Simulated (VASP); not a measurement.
Write the native input for VASP 6.6.1 that does the following.

```yaml
Task: single point
Functional: PBE
Potentials_or_basis: VASP PAW PBE potentials, release 64 (Ga_d, F)
Cutoff: 520 eV
k_mesh: 8 × 8 × 8
Occupations: fermi-dirac, width 0.05 eV
Spin: no spin polarisation
Dipole_correction: no
Further_INCAR_settings: ALGO = Normal; EDIFF = 1e-07; NBANDS = 17
```

The structure of GaF lies in POSCAR:

```
GaF
1.0
    3.1446715745      0.0000000000      0.0000000000
    0.0000000000      3.1446715745      0.0000000000
    0.0000000000      0.0000000000      3.1446715745
Ga F
1 1
Direct
    0.0000000000      0.0000000000      0.0000000000
    0.5000000000      0.5000000000      0.5000000000
```

The input as run:

INCAR

```
PREC     = Accurate       # precision mode
ENCUT    = 520            # plane-wave cutoff, eV
EDIFF    = 1E-7           # SCF threshold, eV
ISMEAR   = -1             # smearing method
SIGMA    = 0.05           # smearing width, eV
LREAL    = False          # projectors in reciprocal space
LASPH    = True           # aspherical terms in the spheres
NELM     = 80             # most SCF steps
ALGO     = Normal         # electronic algorithm
ISIF     = 2              # what is computed and relaxed
LWAVE    = False          # write WAVECAR
LCHARG   = False          # write CHGCAR
GGA      = PE             # functional
NBANDS   = 17             # bands
```

KPOINTS

```
Automatic mesh
0
Gamma
  8 8 8
```

Potentials or basis: VASP PAW PBE potentials, release 64 (Ga_d, F).

Launch:

```bash
$ cat potpaw_PBE.64/Ga_d/POTCAR potpaw_PBE.64/F/POTCAR > POTCAR
$ mpirun -np 1 vasp_std > vasp.out
```

It gave:

```json
{"Pressure": "0.8 GPa", "Band gap on the k mesh": "0.19 eV, indirect (least direct gap 1.06 eV)"}
```

Run time: 7.2 s on 1 thread of Intel(R) Xeon(R) Platinum 8488C (Sapphire Rapids), on a shared host, peak memory 0.14 GiB.
